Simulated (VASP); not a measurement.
# Ca10Mg2S in VASP: further runs, part 2 of 2

VASP 6.6.1.

### Step 3. Single point, PBE

Contents of INCAR:

```
PREC = Accurate ; ENCUT = 520
EDIFF = 1E-6 ; ISMEAR = 0
SIGMA = 0.05 ; LREAL = F
LASPH = T ; NELM = 100
ALGO = Normal ; ISIF = 2
LWAVE = F ; LCHARG = T
GGA = PE ; LELF = T
LVHAR = T ; NBANDS = 67
```

Contents of KPOINTS:

```
regular mesh
0
Gamma
  3 3 1
```

Contents of POSCAR:

```
Ca10Mg2S
1.0
    6.6066120000      0.0000000000      0.0000000000
    0.0000000000      6.2102690000      0.0000000000
    0.0000000000      0.0000000000     22.6012710000
Ca Mg S
10 2 1
Direct
    0.6504403467      0.5000000805      0.2074737744
    0.1556301475      0.5000000805      0.1130735966
    0.6781056614      0.5000000805      0.0442452993
    0.9893854823      0.0000000000      0.1952922471
    0.4956305895      0.0000000000      0.1204960553
    0.1010490702      0.5000000805      0.4629739628
    0.6223053511      0.5000000805      0.3717383416
    0.1546312997      0.5000000805      0.2843008254
    0.4986340957      0.0000000000      0.4606056005
    0.9865997882      0.0000000000      0.3605920658
    0.0000000000      0.0000000000      0.0442452993
    0.4878978817      0.0000000000      0.2887201786
    0.4961241859      0.5000000805      0.4856505194
```

Potentials or basis: VASP PAW PBE potentials, release 64 (Ca_sv, Mg, S).

Started as:

```console
> cat potpaw_PBE.64/Ca_sv/POTCAR potpaw_PBE.64/Mg/POTCAR potpaw_PBE.64/S/POTCAR > POTCAR
> mpirun -np 1 vasp_std > vasp.out
```

OUTCAR:

```text
PREC = Accurate
   ENCUT = 520
   EDIFF = 1E-6
   ISMEAR = 0
   LREAL = F
   LASPH = T
   NELM = 100
   ISIF = 2
   GGA = PE

 ion  position               nearest neighbor table
   1  0.650  0.500  0.207-
   2  0.156  0.500  0.113-
   3  0.678  0.500  0.044-
   4  0.989  0.000  0.195-  11 3.41
   5  0.496  0.000  0.120-
   6  0.101  0.500  0.463-  13 2.66
   7  0.622  0.500  0.372-  13 2.71
   8  0.155  0.500  0.284-
   9  0.499  0.000  0.461-
  10  0.987  0.000  0.361-
  11  0.000  0.000  0.044-   4 3.41
  12  0.488  0.000  0.289-
  13  0.496  0.500  0.486-   6 2.66   7 2.71

  LATTYP: Found a simple orthorhombic cell.
 ALAT       =     6.2102690000
 B/A-ratio  =     1.0638205849
 C/A-ratio  =     3.6393384892

  Lattice vectors:

 A1 = (   0.0000000000,  -6.2102690000,   0.0000000000)
 A2 = (   6.6066120000,   0.0000000000,   0.0000000000)
 A3 = (   0.0000000000,   0.0000000000,  22.6012710000)

Analysis of symmetry for initial positions (statically):
=====================================================================
 Subroutine PRICEL returns:
 Original cell was already a primitive cell.

 Routine SETGRP: Setting up the symmetry group for a
 simple orthorhombic supercell.

 Subroutine GETGRP returns: Found  2 space group operations
 (whereof  2 operations were pure point group operations)
 out of a pool of  8 trial point group operations.

The static configuration has the point symmetry C_1h.

Analysis of symmetry for dynamics (positions and initial velocities):
=====================================================================
 Subroutine PRICEL returns:
 Original cell was already a primitive cell.

 Routine SETGRP: Setting up the symmetry group for a
 simple orthorhombic supercell.

 Subroutine GETGRP returns: Found  2 space group operations
 (whereof  2 operations were pure point group operations)
 out of a pool of  8 trial point group operations.

The dynamic configuration has the point symmetry C_1h.

 Subroutine INISYM returns: Found  2 space group operations
 (whereof  2 operations are pure point group operations),
 and found     1 'primitive' translations

----------------------------------------------------------------------------------------

                                     Primitive cell

  volume of cell :     927.3039

  direct lattice vectors                    reciprocal lattice vectors
     6.606612000  0.000000000  0.000000000     0.151363513  0.000000000  0.000000000
     0.000000000  6.210269000  0.000000000     0.000000000  0.161023621  0.000000000
     0.000000000  0.000000000 22.601271000     0.000000000  0.000000000  0.044245299

  length of vectors
     6.606612000  6.210269000 22.601271000     0.151363513  0.161023621  0.044245299

  position of ions in fractional coordinates (direct lattice)
[... 56 lines left out ...]
 Following reciprocal coordinates:
            Coordinates               Weight
  0.000000  0.000000  0.000000      1.000000
  0.333333  0.000000  0.000000      2.000000
  0.000000  0.333333  0.000000      2.000000
  0.333333  0.333333  0.000000      4.000000
   k-points           NKPTS =      4   k-points in BZ     NKDIM =      4   number of bands    NBANDS=     67
   number of dos      NEDOS =    301   number of ions     NIONS =     13
   total plane-waves  NPLWV = 403200
   dimension x,y,z NGX =    50 NGY =   48 NGZ =  168
   dimension x,y,z NGXF=   100 NGYF=   96 NGZF=  336
   ions per type =              10   2   1
   NGX,Y,Z   is equivalent  to a cutoff of  12.58, 12.85, 12.36 a.u.
   NGXF,Y,Z  is equivalent  to a cutoff of  25.16, 25.70, 24.71 a.u.
 SYSTEM =  unknown system
   PREC   = accura    normal or accurate (medium, high low for compatibility)
   ISTART =      0    job   : 0-new  1-cont  2-samecut
   ICHARG =      2    charge: 1-file 2-atom 10-const
   ISPIN  =      1    spin polarized calculation?
   LNONCOLLINEAR =      F non collinear calculations
   LSORBIT =      F    spin-orbit coupling
   LASPH  =      T    aspherical Exc in radial PAW
   ENCUT  =  520.0 eV  38.22 Ry    6.18 a.u.  12.28 11.55 42.02*2*pi/ulx,y,z
   NELM   =    100;   NELMIN=  2; NELMDL= -5     # of ELM steps
   EDIFF  = 0.1E-05   stopping-criterion for ELM
   LREAL  =      F    real-space projection
   EDIFFG = 0.1E-04   stopping-criterion for IOM
   NSW    =      0    number of steps for IOM
   IBRION =     -1    ionic relax: 0-MD 1-quasi-New 2-CG
   NFREE  =      0    steps in history (QN), initial steepest desc. (CG)
   ISIF   =      2    stress and relaxation
   ISYM   =      2    0-nonsym 1-usesym 2-fastsym
   POTIM  = 0.5000    time-step for ionic-motion
   TEBEG  =    0.0;   TEEND  =   0.0 temperature during run
   PSTRESS=    0.0 pullay stress
   NELECT =     110.0000    total number of electrons
   NUPDOWN=      -1.0000    fix difference up-down
   EMIN   =  10.00;   EMAX   =-10.00  energy-range for DOS
   EFERMI =   0.00;   METHOD = LEGACY
   ISMEAR =     0;   SIGMA  =   0.05  broadening in eV -4-tet -1-fermi 0-gaus
   EFERMI_NEDOS =   21; number of points for ismear=-14 and -15
   IALGO  =     38    algorithm
   IMIX   =      4    mixing-type and parameters
     AMIX     =   0.40;   BMIX     =  1.00
     AMIX_MAG =   1.60;   BMIX_MAG =  1.00
  volume/ion in A,a.u.               =      71.33       481.37
  Fermi-wavevector in a.u.,A,eV,Ry     =   0.804387  1.520071  8.803492  0.647038
  Thomas-Fermi vector in A             =   1.912434
   LORBIT       =      0    0 simple, 1 ext, 2 COOP (PROOUT), +10 PAW based schemes
   GGA     = PE    functional components
   LHFCALC =     F    Hartree Fock is set to
   AEXX    =    0.0000 exact exchange contribution
   IVDW    =     0    specifies the selected vdW correction
   LEPSILON=     F    determine dielectric tensor
   LRPA    =     F    only Hartree local field effects (RPA)
 non-spin polarized calculation
 Gauss-broadening in eV      SIGMA  =   0.05
  energy-cutoff  :      520.00
  volume of cell :      927.30
 maximum number of plane-waves:     25023
 NGX is ok and might be reduce to    50
   NGX = 25   NGY = 23   NGZ = 85

 number of electron     110.0000014 magnetization

 Free energy of the ion-electron system (eV)
  ---------------------------------------------------
  ext. energy  EPLUGINS =         0.00000000
  ---------------------------------------------------
  free energy    TOTEN  =       -27.04504204 eV

  energy without entropy =      -27.03307111  energy(sigma->0) =      -27.03905658

 E-fermi :  -0.2238     XC(G=0):  -4.8194

 val. band max:       -0.2419901306   @ k =   0.0000   0.0000   0.0000
 cond. band min:      -0.1303424534   @ k =   0.0000   0.3333   0.0000
 fundamental gap:      0.1116476772
 Fermi energy:        -0.2238025990

 k-point     1 :       0.0000    0.0000    0.0000
  band No.  band energies     occupation
      1     -42.9965      2.00000
      2     -42.8159      2.00000
      3     -42.5678      2.00000
      4     -42.2455      2.00000
      5     -42.1832      2.00000
      6     -42.1347      2.00000
[... 269 lines left out ...]
     66       1.0580      0.00000
     67       1.2286      0.00000

------------------------ aborting loop because EDIFF is reached ----------------------------------------

  FORCE on cell =-STRESS in cart. coord.  units (eV):
  Direction    XX          YY          ZZ          XY          YZ          ZX
  --------------------------------------------------------------------------------------
  -------------------------------------------------------------------------------------
  Total       -2.5976296     -5.0322600      0.0504569      0.0000000      0.0000000     -0.0667704
  in kB       -4.4881332     -8.6946394      0.0871785      0.0000000      0.0000000     -0.1153645
  external PRESSURE =      -4.3651980 kB  Pullay stress =       0.0000000 kB

 VOLUME and BASIS-vectors are now :
 -----------------------------------------------------------------------------
  energy-cutoff  :      520.00
  volume of cell :      927.30
      direct lattice vectors                 reciprocal lattice vectors
     6.606612000  0.000000000  0.000000000     0.151363513  0.000000000  0.000000000
     0.000000000  6.210269000  0.000000000     0.000000000  0.161023621  0.000000000
     0.000000000  0.000000000 22.601271000     0.000000000  0.000000000  0.044245299

 POSITION                                       TOTAL-FORCE (eV/Angst)
 -----------------------------------------------------------------------------------
      4.29721      3.10513      4.68917        -0.003199      0.000000      0.002659
      1.02819      3.10513      2.55561        -0.002134      0.000000     -0.000583
      4.47998      3.10513      1.00000         0.078623      0.000000     -0.321388
      6.53649      0.00000      4.41385         0.001322      0.000000     -0.001774
      3.27444      0.00000      2.72336        -0.001267      0.000000      0.000813
      0.66759      3.10513     10.46380        -0.015730      0.000000      0.002087
      4.11133      3.10513      8.40176         0.004014      0.000000     -0.018025
      1.02159      3.10513      6.42556         0.003436      0.000000      0.001977
      3.29428      0.00000     10.41027        -0.002215      0.000000      0.002139
      6.51808      0.00000      8.14984        -0.002616      0.000000     -0.000774
      0.00000      0.00000      1.00000        -0.068833      0.000000      0.310045
      3.22335      0.00000      6.52544        -0.000320      0.000000      0.001533
      3.27770      3.10513     10.97632         0.008920      0.000000      0.021291
 -----------------------------------------------------------------------------------
    total drift:                               -0.000494     -0.003199     -0.000576

  FREE ENERGIE OF THE ION-ELECTRON SYSTEM (eV)
  ---------------------------------------------------
  free  energy   TOTEN  =       -27.0450420395 eV

  energy  without entropy=      -27.0330711148  energy(sigma->0) =      -27.03905658
```

It took 6.4 min on 1 thread of AMD EPYC 9R14 (Zen 4), shared host; peak memory 0.83 GiB.

Results:

```yaml
Free_energy: -27.0450 eV
Largest_force: 0.331 eV/Å
Band_gap_on_the_k_mesh: zero (band 55 reaches -0.10 eV, above the bottom of band 56 at -0.30 eV)
```

Forces in eV/Å, atoms in the order of the input:
```
Ca  -0.003  0.000  0.003
Ca  -0.002  0.000 -0.001
Ca   0.079  0.000 -0.321
Ca   0.001  0.000 -0.002
Ca  -0.001  0.000  0.001
Ca  -0.016  0.000  0.002
Ca   0.004  0.000 -0.018
Ca   0.003  0.000  0.002
Ca  -0.002  0.000  0.002
Ca  -0.003  0.000 -0.001
Mg  -0.069  0.000  0.310
Mg   0.000  0.000  0.002
S    0.009  0.000  0.021
```

Levels at points of the mesh, in eV from the Fermi level:
| k point | band 52 | band 53 | band 54 | band 55 | band 56 | band 57 | band 58 | band 59 |
| --- | --- | --- | --- | --- | --- | --- | --- | --- |
| (0.00, 0.00, 0.00) | -0.29 | -0.23 | -0.18 | -0.02 | -0.02 | 0.13 | 0.46 | 0.49 |
